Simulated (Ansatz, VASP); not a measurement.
## Hg: VASP beside Ansatz

The input INCAR:

```
SYSTEM = Hg
PREC = Accurate
ENCUT = 520
EDIFF = 1E-6
ISMEAR = 0
SIGMA = 0.024
LREAL = .FALSE.
LASPH = .TRUE.
NELM = 60
ALGO = Normal
ISIF = 2
LWAVE = .FALSE.
LCHARG = .FALSE.
GGA = PE
NBANDS = 12
```

Contents of KPOINTS:

```
Automatic mesh
0
G
  6 6 6
  0 0 0
```

POSCAR

```
Hg
1.0
    2.2339762741     -2.0458582601      0.0000000000
    2.2339762741      2.0458582601      0.0000000000
   -0.3487351701      0.0000000000      3.0398006871
Hg
1
Direct
    0.5000000000      0.5000000000      0.5000000000
```

Input for Ansatz:

```yaml
crystal:
  lattice:
    - [2.2339762741, -2.0458582601, 0.0]
    - [2.2339762741, 2.0458582601, 0.0]
    - [-0.3487351701, 0.0, 3.0398006871]
  atoms:
    - { symbol: Hg, position: [0.5, 0.5, 0.5] }
basis:
  ecutwfc: 420
kpoints:
  mp_grid: { grid: [6, 6, 6] }
  band_path: { path: [[0, 0, 0], [0.5, 0, 0], [0.5, 0.5, 0.5]], npoints: 4 }
hamiltonian:
  xc: pbe
scf:
  occupations: { method: gaussian, width: 0.024 }
output:
  forces: true
  stress: true
  eigenvalues: true
```

Alike in both runs: task single point; functional PBE; k mesh 6 × 6 × 6; occupations gaussian, width 0.024 eV; no spin polarisation.

|  | VASP | Ansatz |
| --- | --- | --- |
| version | VASP 6.6.1 | Ansatz 0.2.0 |
| potentials or method | VASP PAW PBE potentials, release 64 (Hg), cutoff 520 eV | scalar-relativistic, plane waves, PAW |
| valence electrons in the cell | 12 | 20 |

```csv
,VASP,Ansatz,Ansatz less VASP
gap on the k mesh at the Fermi level (eV),none,none,-
pressure (GPa),0.6,0.4,-0.21
"traceless stress, the component that is largest in VASP (GPa)",0.80,0.76,-0.032
```

A gap of «none» marks a metal or a gap that the smearing closes. VASP's potentials hold 12 valence electrons a cell and Ansatz's 20, so a difference there can come from the potentials and not from the codes.

Spin-orbit coupling is off throughout.
